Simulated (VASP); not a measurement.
# BN (P3m1) in VASP: further runs

The runs below take BN through single point, with PBE+D4.

All numbers are computed with VASP 6.6.1; they aren't measurements. Logs are shortened: lines on timing, memory, paths and dates and some standing lists are left out, and cuts for length are marked.

### Step 1. The cell of the first run

The structure is trigonal, space group P3m1 (No. 156). The conventional cell has a = 2.498 Å, b = 2.498 Å, c = 6.636 Å, α = 90.00°, β = 90.00°, γ = 120.00°. Within 1.9 Å of B (site symmetry 3m) lie 3 N at 1.44 Å. B (site symmetry 3m) has 3 N at 1.46 Å within 1.9 Å. N (site symmetry 3m) has 3 B at 1.46 Å within 1.9 Å. Within 1.9 Å of N (site symmetry 3m) lie 3 B at 1.44 Å.

### Step 2. Single point, PBE+D4

INCAR

```
SYSTEM = BN
ALGO = Normal
EDIFF = 1E-6
ENCUT = 600
GGA = PE
GGA_COMPAT = .False.
ISIF = 2
ISMEAR = 0
IVDW = 13
LASPH = .True.
LCHARG = .False.
LREAL = .False.
LWAVE = .False.
NBANDS = 16
NELM = 120
PREC = Accurate
SIGMA = 0.01
```

KPOINTS

```
k-points
0
Gamma
  6 6 2
  0 0 0
```

POSCAR

```
BN
1.0
    2.4982400000      0.0000000000      0.0000000000
   -1.2491200000      2.1635393000      0.0000000000
    0.0000000000      0.0000000000      6.6357000000
B N
2 2
Direct
    0.3333333333      0.6666666667      0.2500000000
    0.6666666667      0.3333333333      0.7500000000
    0.3333333333      0.6666666667      0.7800000000
    0.6666666667      0.3333333333      0.2500000000
```

Potentials or basis: VASP PAW PBE potentials, release 64 (B, N).

Run with:

```sh
cat potpaw_PBE.64/B/POTCAR potpaw_PBE.64/N/POTCAR > POTCAR
mpirun -np 1 vasp_std > vasp.out
```

OUTCAR:

```text
SYSTEM = BN
   EDIFF = 1E-6
   ENCUT = 600
   GGA = PE
   ISIF = 2
   ISMEAR = 0
   IVDW = 13
   LASPH = .True.
   LREAL = .False.
   NELM = 120
   PREC = Accurate

 ion  position               nearest neighbor table
   1  0.333  0.667  0.250-   4 1.44   4 1.44   4 1.44
   2  0.667  0.333  0.750-   3 1.46   3 1.46   3 1.46
   3  0.333  0.667  0.780-   2 1.46   2 1.46   2 1.46
   4  0.667  0.333  0.250-   1 1.44   1 1.44   1 1.44

  LATTYP: Found a hexagonal cell.
 ALAT       =     2.4982400000
 C/A-ratio  =     2.6561499296

  Lattice vectors:

 A1 = (   2.4982400000,   0.0000000000,   0.0000000000)
 A2 = (  -1.2491200000,   2.1635393000,   0.0000000000)
 A3 = (   0.0000000000,   0.0000000000,   6.6357000000)

Analysis of symmetry for initial positions (statically):
=====================================================================
 Subroutine PRICEL returns:
 Original cell was already a primitive cell.

 Routine SETGRP: Setting up the symmetry group for a
 hexagonal supercell.

 Subroutine GETGRP returns: Found  6 space group operations
 (whereof  6 operations were pure point group operations)
 out of a pool of 24 trial point group operations.

The static configuration has the point symmetry C_3v.

Analysis of symmetry for dynamics (positions and initial velocities):
=====================================================================
 Subroutine PRICEL returns:
 Original cell was already a primitive cell.

 Routine SETGRP: Setting up the symmetry group for a
 hexagonal supercell.

 Subroutine GETGRP returns: Found  6 space group operations
 (whereof  6 operations were pure point group operations)
 out of a pool of 24 trial point group operations.

The dynamic configuration has the point symmetry C_3v.

 Subroutine INISYM returns: Found  6 space group operations
 (whereof  6 operations are pure point group operations),
 and found     1 'primitive' translations

----------------------------------------------------------------------------------------

                                     Primitive cell

  volume of cell :      35.8662

  direct lattice vectors                    reciprocal lattice vectors
     2.498240000  0.000000000  0.000000000     0.400281798  0.231102805  0.000000000
    -1.249120000  2.163539300  0.000000000     0.000000000  0.462205609  0.000000000
     0.000000000  0.000000000  6.635700000     0.000000000  0.000000000  0.150700002

  length of vectors
     2.498240000  2.498239996  6.635700000     0.462205608  0.462205609  0.150700002

  position of ions in fractional coordinates (direct lattice)
     0.333333333  0.666666667  0.250000000
     0.666666667  0.333333333  0.750000000
     0.333333333  0.666666667  0.780000000
     0.666666667  0.333333333  0.250000000

  ion indices of the primitive-cell ions
   primitive index   ion index
                 1           1
                 2           2
                 3           3
                 4           4

----------------------------------------------------------------------------------------

 KPOINTS: k-points

Automatic generation of k-mesh.
 Grid dimensions read from file:
 generate k-points for:    6    6    2

 Generating k-lattice:

  Cartesian coordinates                     Fractional coordinates (reciprocal lattice)
     0.066713633  0.038517134  0.000000000     0.166666667 -0.000000000  0.000000000
     0.000000000  0.077034268  0.000000000     0.000000000  0.166666667  0.000000000
     0.000000000  0.000000000  0.075350001     0.000000000  0.000000000  0.500000000

  Length of vectors
     0.077034268  0.077034268  0.075350001

  Shift w.r.t. Gamma in fractional coordinates (k-lattice)
     0.000000000  0.000000000  0.000000000

 Subroutine IBZKPT returns following result:
 ===========================================

 Found     14 irreducible k-points:

 Following reciprocal coordinates:
            Coordinates               Weight
  0.000000  0.000000  0.000000      1.000000
  0.166667 -0.000000  0.000000      6.000000
  0.333333  0.000000  0.000000      6.000000
  0.500000 -0.000000  0.000000      3.000000
  0.166667  0.166667  0.000000      6.000000
  0.333333  0.166667  0.000000     12.000000
  0.333333  0.333333  0.000000      2.000000
  0.000000  0.000000  0.500000      1.000000
  0.166667 -0.000000  0.500000      6.000000
  0.333333  0.000000  0.500000      6.000000
  0.500000 -0.000000  0.500000      3.000000
  0.166667  0.166667  0.500000      6.000000
  0.333333  0.166667  0.500000     12.000000
  0.333333  0.333333  0.500000      2.000000
   k-points           NKPTS =     14   k-points in BZ     NKDIM =     14   number of bands    NBANDS=     16
   number of dos      NEDOS =    301   number of ions     NIONS =      4
   total plane-waves  NPLWV =  21600
   dimension x,y,z NGX =    20 NGY =   20 NGZ =   54
   dimension x,y,z NGXF=    40 NGYF=   40 NGZF=  108
   ions per type =               2   2
   NGX,Y,Z   is equivalent  to a cutoff of  13.31, 13.31, 13.53 a.u.
   NGXF,Y,Z  is equivalent  to a cutoff of  26.62, 26.62, 27.06 a.u.
 SYSTEM =  BN
   PREC   = accura    normal or accurate (medium, high low for compatibility)
   ISTART =      0    job   : 0-new  1-cont  2-samecut
   ICHARG =      2    charge: 1-file 2-atom 10-const
   ISPIN  =      1    spin polarized calculation?
   LNONCOLLINEAR =      F non collinear calculations
   LSORBIT =      F    spin-orbit coupling
   LASPH  =      T    aspherical Exc in radial PAW
   ENCUT  =  600.0 eV  44.10 Ry    6.64 a.u.   4.99  4.99 13.25*2*pi/ulx,y,z
   NELM   =    120;   NELMIN=  2; NELMDL= -5     # of ELM steps
   EDIFF  = 0.1E-05   stopping-criterion for ELM
   LREAL  =      F    real-space projection
   EDIFFG = 0.1E-04   stopping-criterion for IOM
   NSW    =      0    number of steps for IOM
   IBRION =     -1    ionic relax: 0-MD 1-quasi-New 2-CG
   NFREE  =      0    steps in history (QN), initial steepest desc. (CG)
   ISIF   =      2    stress and relaxation
   ISYM   =      2    0-nonsym 1-usesym 2-fastsym
   POTIM  = 0.5000    time-step for ionic-motion
   TEBEG  =    0.0;   TEEND  =   0.0 temperature during run
   PSTRESS=    0.0 pullay stress
   NELECT =      16.0000    total number of electrons
   NUPDOWN=      -1.0000    fix difference up-down
   EMIN   =  10.00;   EMAX   =-10.00  energy-range for DOS
   EFERMI =   0.00;   METHOD = LEGACY
   ISMEAR =     0;   SIGMA  =   0.01  broadening in eV -4-tet -1-fermi 0-gaus
   EFERMI_NEDOS =   21; number of points for ismear=-14 and -15
   IALGO  =     38    algorithm
   IMIX   =      4    mixing-type and parameters
     AMIX     =   0.40;   BMIX     =  1.00
     AMIX_MAG =   1.60;   BMIX_MAG =  1.00
  volume/ion in A,a.u.               =       8.97        60.51
  Fermi-wavevector in a.u.,A,eV,Ry     =   1.250891  2.363842 21.289433  1.564729
  Thomas-Fermi vector in A             =   2.384864
   LORBIT       =      0    0 simple, 1 ext, 2 COOP (PROOUT), +10 PAW based schemes
   GGA     = PE    functional components
   LHFCALC =     F    Hartree Fock is set to
   AEXX    =    0.0000 exact exchange contribution
   IVDW    =    13    specifies the selected vdW correction
   LEPSILON=     F    determine dielectric tensor
   LRPA    =     F    only Hartree local field effects (RPA)
 non-spin polarized calculation
 Gauss-broadening in eV      SIGMA  =   0.01
  energy-cutoff  :      600.00
  volume of cell :       35.87
 maximum number of plane-waves:      1224
 NGX is ok and might be reduce to    20
   NGX =  9   NGY =  9   NGZ = 27

 number of electron      15.9999998 magnetization

 Free energy of the ion-electron system (eV)
  ---------------------------------------------------
  ext. energy  EPLUGINS =         0.00000000
  ---------------------------------------------------
  free energy    TOTEN  =       -34.88071154 eV

  energy without entropy =      -34.88071154  energy(sigma->0) =      -34.88071154

 E-fermi :   2.3823     XC(G=0): -10.1168

 val. band max:        2.3368887427   @ k =   0.3333   0.3333   0.5000
 cond. band min:       6.4278007075   @ k =   0.5000  -0.0000   0.0000
 fundamental gap:      4.0909119648
 Fermi energy:         2.3823004331

 k-point     1 :       0.0000    0.0000    0.0000
  band No.  band energies     occupation
      1     -15.4838      2.00000
      2     -15.1709      2.00000
      3      -3.9326      2.00000
      4      -1.7264      2.00000
      5       1.0328      2.00000
      6       1.0328      2.00000
[... 8 lines left out ...]
     15      14.2412      0.00000
     16      15.6345      0.00000

 k-point     2 :       0.1667   -0.0000    0.0000
  band No.  band energies     occupation
      1     -14.9418      2.00000
      2     -14.6466      2.00000
      3      -3.1961      2.00000
      4      -1.1018      2.00000
      5      -0.9471      2.00000
      6      -0.6975      2.00000
[... 8 lines left out ...]
     15      16.2408      0.00000
     16      16.5318      0.00000

 k-point     3 :       0.3333    0.0000    0.0000
  band No.  band energies     occupation
      1     -13.4776      2.00000
      2     -13.2419      2.00000
      3      -4.5437      2.00000
      4      -4.3851      2.00000
      5      -1.2301      2.00000
      6      -1.1147      2.00000
[... 8 lines left out ...]
     15      18.3715      0.00000
     16      20.1758      0.00000

 k-point     4 :       0.5000   -0.0000    0.0000
  band No.  band energies     occupation
      1     -12.2597      2.00000
      2     -12.1355      2.00000
      3      -6.5692      2.00000
      4      -6.4456      2.00000
      5      -1.7871      2.00000
      6      -1.5138      2.00000
[... 8 lines left out ...]
     15      17.7283      0.00000
     16      20.7129      0.00000

 k-point     5 :       0.1667    0.1667    0.0000
  band No.  band energies     occupation
      1     -13.9259      2.00000
      2     -13.6678      2.00000
      3      -3.1649      2.00000
      4      -3.0049      2.00000
      5      -1.7919      2.00000
      6      -1.5684      2.00000
[... 8 lines left out ...]
     15      17.0026      0.00000
     16      17.5499      0.00000

 k-point     6 :       0.3333    0.1667    0.0000
  band No.  band energies     occupation
      1     -12.3753      2.00000
      2     -12.2094      2.00000
      3      -5.7409      2.00000
      4      -5.5864      2.00000
      5      -2.9697      2.00000
      6      -2.7536      2.00000
[... 8 lines left out ...]
     15      17.4549      0.00000
     16      19.9106      0.00000

 k-point     7 :       0.3333    0.3333    0.0000
  band No.  band energies     occupation
      1     -11.6581      2.00000
      2     -11.5543      2.00000
      3      -5.6216      2.00000
      4      -5.3440      2.00000
      5      -4.8140      2.00000
      6      -4.7361      2.00000
[... 8 lines left out ...]
     15      18.3034      0.00000
     16      20.5270      0.00000

 k-point     8 :       0.0000    0.0000    0.5000
  band No.  band energies     occupation
      1     -15.3762      2.00000
      2     -15.2883      2.00000
      3      -3.0360      2.00000
      4      -2.8898      2.00000
      5       1.0342      2.00000
      6       1.0342      2.00000
[... 8 lines left out ...]
     15      14.7880      0.00000
     16      15.5983      0.00000

 k-point     9 :       0.1667   -0.0000    0.5000
  band No.  band energies     occupation
      1     -14.8430      2.00000
      2     -14.7541      2.00000
      3      -2.3567      2.00000
      4      -2.1883      2.00000
      5      -0.9281      2.00000
      6      -0.7046      2.00000
[... 8 lines left out ...]
     15      16.0399      0.00000
     16      16.2253      0.00000

 k-point    10 :       0.3333    0.0000    0.5000
  band No.  band energies     occupation
      1     -13.4092      2.00000
      2     -13.3151      2.00000
      3      -4.5386      2.00000
      4      -4.4040      2.00000
      5      -1.2263      2.00000
      6      -0.9632      2.00000
[... 8 lines left out ...]
     15      20.0562      0.00000
     16      20.1795      0.00000

 k-point    11 :       0.5000   -0.0000    0.5000
  band No.  band energies     occupation
      1     -12.2476      2.00000
      2     -12.1469      2.00000
      3      -6.5660      2.00000
      4      -6.4622      2.00000
      5      -1.7829      2.00000
      6      -1.5183      2.00000
[... 8 lines left out ...]
     15      18.8944      0.00000
     16      19.3397      0.00000

 k-point    12 :       0.1667    0.1667    0.5000
  band No.  band energies     occupation
      1     -13.8460      2.00000
      2     -13.7539      2.00000
      3      -3.1754      2.00000
      4      -3.0149      2.00000
      5      -1.5794      2.00000
      6      -1.3928      2.00000
[... 8 lines left out ...]
     15      17.1105      0.00000
     16      17.4820      0.00000

 k-point    13 :       0.3333    0.1667    0.5000
  band No.  band energies     occupation
      1     -12.3430      2.00000
      2     -12.2430      2.00000
      3      -5.7353      2.00000
      4      -5.6018      2.00000
      5      -2.9659      2.00000
      6      -2.7636      2.00000
[... 8 lines left out ...]
     15      18.2498      0.00000
     16      18.7093      0.00000

 k-point    14 :       0.3333    0.3333    0.5000
  band No.  band energies     occupation
      1     -11.6578      2.00000
      2     -11.5541      2.00000
      3      -5.5949      2.00000
      4      -5.3735      2.00000
      5      -4.8215      2.00000
      6      -4.7435      2.00000
[... 8 lines left out ...]
     15      19.2388      0.00000
     16      20.3628      0.00000

------------------------ aborting loop because EDIFF is reached ----------------------------------------

  DFT-D4 for vdW energy calculation

  Edisp (eV):   -0.64575

  FORCE on cell =-STRESS in cart. coord.  units (eV):
  Direction    XX          YY          ZZ          XY          YZ          ZX
  --------------------------------------------------------------------------------------
  -------------------------------------------------------------------------------------
  Total       0.70511     0.70511    -0.70064     0.00000     0.00000     0.00000
  in kB      31.49800    31.49800   -31.29824     0.00000     0.00000     0.00000
  external pressure =       10.57 kB  Pullay stress =        0.00 kB

 VOLUME and BASIS-vectors are now :
 -----------------------------------------------------------------------------
  energy-cutoff  :      600.00
  volume of cell :       35.87
      direct lattice vectors                 reciprocal lattice vectors
     2.498240000  0.000000000  0.000000000     0.400281798  0.231102805  0.000000000
    -1.249120000  2.163539300  0.000000000     0.000000000  0.462205609  0.000000000
     0.000000000  0.000000000  6.635700000     0.000000000  0.000000000  0.150700002

 POSITION                                       TOTAL-FORCE (eV/Angst)
 -----------------------------------------------------------------------------------
     -0.00000      1.44236      1.65892        -0.000000     -0.000000     -0.148904
      1.24912      0.72118      4.97677        -0.000000     -0.000000      2.646568
     -0.00000      1.44236      5.17585         0.000000     -0.000000     -2.729793
      1.24912      0.72118      1.65892         0.000000      0.000000      0.232129
 -----------------------------------------------------------------------------------
    total drift:                               -0.000000      0.000000      0.000915

  FREE ENERGIE OF THE ION-ELECTRON SYSTEM (eV)
  ---------------------------------------------------
  free  energy   TOTEN  =       -35.5264633402 eV

  energy  without entropy=      -35.5264633402  energy(sigma->0) =      -35.52646334
```

Run time: 8.2 s. Hardware: 1 thread of Intel Xeon Platinum 8375C at 2.90GHz (Ice Lake), shared host; peak memory 0.15 GiB.

Results:

- Free energy: -35.5265 eV
- Pressure: 1.1 GPa
- Largest force: 2.730 eV/Å
- Band gap on the k mesh: 4.09 eV, indirect (least direct gap 4.43 eV)
- Dispersion energy per atom: -0.161 eV

Forces in eV/Å, atoms in the order of the input:
```
B    0.000  0.000 -0.149
B    0.000  0.000  2.647
N    0.000  0.000 -2.730
N    0.000  0.000  0.232
```

Stress tensor (GPa, compression positive):
```
 3.15  0.00  0.00
 0.00  3.15  0.00
 0.00  0.00 -3.13
```

Caveat: the k points lie up to 0.48 Å⁻¹ apart; forces of over 1 eV/Å act on the atoms, so gaps and moduli don't describe the material at rest. Expect the measured gap to be larger: semilocal functionals such as PBE lack the derivative discontinuity.

### Step 3. Single point, PBE+D4

INCAR, as its differences from that of step 2:

```diff
@@ -10,4 +10,6 @@
 LASPH = .True.
-LCHARG = .False.
+LCHARG = .True.
+LELF = .True.
 LREAL = .False.
+LVHAR = .True.
 LWAVE = .False.
```

KPOINTS is that of step 2.

POSCAR, as its differences from that of step 2:

```diff
@@ -10,3 +10,3 @@
     0.6666666667      0.3333333333      0.7500000000
-    0.3333333333      0.6666666667      0.7800000000
+    0.3333333333      0.6666666667      0.7950000000
     0.6666666667      0.3333333333      0.2500000000
```

Potentials or basis: VASP PAW PBE potentials, release 64 (B, N).

Run with:

```sh
cat potpaw_PBE.64/B/POTCAR potpaw_PBE.64/N/POTCAR > POTCAR
mpirun -np 1 vasp_std > vasp.out
```

Run time: 8.2 s. Hardware: 1 thread of Intel Xeon Platinum 8375C at 2.90GHz (Ice Lake), shared host; peak memory 0.15 GiB.

It converged, with:

- Free energy: -35.1847 eV
- Pressure: -0.4 GPa
- Largest force: 4.140 eV/Å
- Band gap on the k mesh: 3.83 eV, indirect (least direct gap 4.18 eV)
- Dispersion energy per atom: -0.162 eV

Forces in eV/Å, atoms in the order of the input:
```
B    0.000  0.000 -0.220
B    0.000  0.000  4.011
N    0.000  0.000 -4.140
N    0.000  0.000  0.349
```

Stress tensor (GPa, compression positive):
```
 2.58  0.00  0.00
 0.00  2.58  0.00
 0.00  0.00 -6.35
```

Levels at points of the mesh, in eV from the valence-band top:
```csv
k point,band 6,band 7,band 8,band 9,band 10,band 11
"(0.00, 0.00, 0.00)",-1.30,-0.73,-0.73,4.17,10.67,11.52
"(0.50, 0.00, 0.00)",-3.53,-1.52,-0.44,3.83,5.36,9.43
"(0.00, 0.00, 0.50)",-1.30,-0.73,-0.73,5.60,8.59,11.54
"(0.50, 0.00, 0.50)",-3.53,-1.06,-0.85,4.02,4.76,9.76
```

Caveat: the k points lie up to 0.48 Å⁻¹ apart; forces of over 1 eV/Å act on the atoms, so gaps and moduli don't describe the material at rest. PBE gaps usually lie below the measured ones, often by a third to a half.

### Step 4. Single point, PBE+D4

INCAR

```
SYSTEM = BN
PREC = Accurate
ENCUT = 600
EDIFF = 1E-6
ISMEAR = 0
SIGMA = 0.01
LREAL = .FALSE.
LASPH = .TRUE.
NELM = 120
ALGO = Normal
ISIF = 2
LWAVE = .FALSE.
LCHARG = .TRUE.
GGA = PE
IVDW = 13
LELF = .TRUE.
LVHAR = .TRUE.
NBANDS = 16
GGA_COMPAT = .FALSE.
```

KPOINTS

```
regular mesh
0
G
  6 6 2
  0 0 0
```

POSCAR, as its differences from that of step 3:

```diff
@@ -10,3 +10,3 @@
     0.6666666667      0.3333333333      0.7500000000
-    0.3333333333      0.6666666667      0.7950000000
+    0.3333333333      0.6666666667      0.8100000000
     0.6666666667      0.3333333333      0.2500000000
```

Run with:

```sh
cat potpaw_PBE.64/B/POTCAR potpaw_PBE.64/N/POTCAR > POTCAR
mpirun -np 1 vasp_std > vasp.out
```

It took 8.5 s on 1 thread of Intel Xeon Platinum 8375C at 2.90GHz (Ice Lake), shared host; peak memory 0.15 GiB.

It converged, with:

| Item | Value |
| --- | --- |
| Free energy | -34.7009 eV |
| Pressure | -2.1 GPa |
| Largest force | 5.584 eV/Å |
| Band gap on the k mesh | 3.49 eV, indirect (least direct gap 3.80 eV) |
| Dispersion energy per atom | -0.162 eV |

Forces in eV/Å, atoms in the order of the input:
```
B    0.000  0.000 -0.289
B    0.000  0.000  5.405
N    0.000  0.000 -5.584
N    0.000  0.000  0.467
```

Stress tensor (GPa, compression positive):
```
  2.22   0.00   0.00
  0.00   2.22   0.00
  0.00   0.00 -10.86
```

Levels at points of the mesh, in eV from the valence-band top:
| k point | band 5 | band 6 | band 7 | band 8 | band 9 | band 10 | band 11 | band 12 |
| --- | --- | --- | --- | --- | --- | --- | --- | --- |
| (0.00, 0.00, 0.00) | -1.30 | -1.30 | -0.30 | -0.30 | 3.50 | 10.66 | 11.44 | 11.44 |
| (0.50, 0.00, 0.00) | -4.12 | -3.09 | -1.57 | -0.44 | 3.49 | 5.28 | 9.21 | 9.98 |
| (0.00, 0.00, 0.50) | -1.30 | -1.30 | -0.30 | -0.30 | 4.80 | 8.66 | 11.46 | 11.46 |
| (0.50, 0.00, 0.50) | -4.12 | -3.09 | -1.14 | -0.83 | 3.59 | 4.76 | 9.58 | 10.02 |

Caveat: the k points lie up to 0.48 Å⁻¹ apart; forces of over 1 eV/Å act on the atoms, so gaps and moduli don't describe the material at rest. A k mesh can miss the band edges.

[end of part 1 of 2]
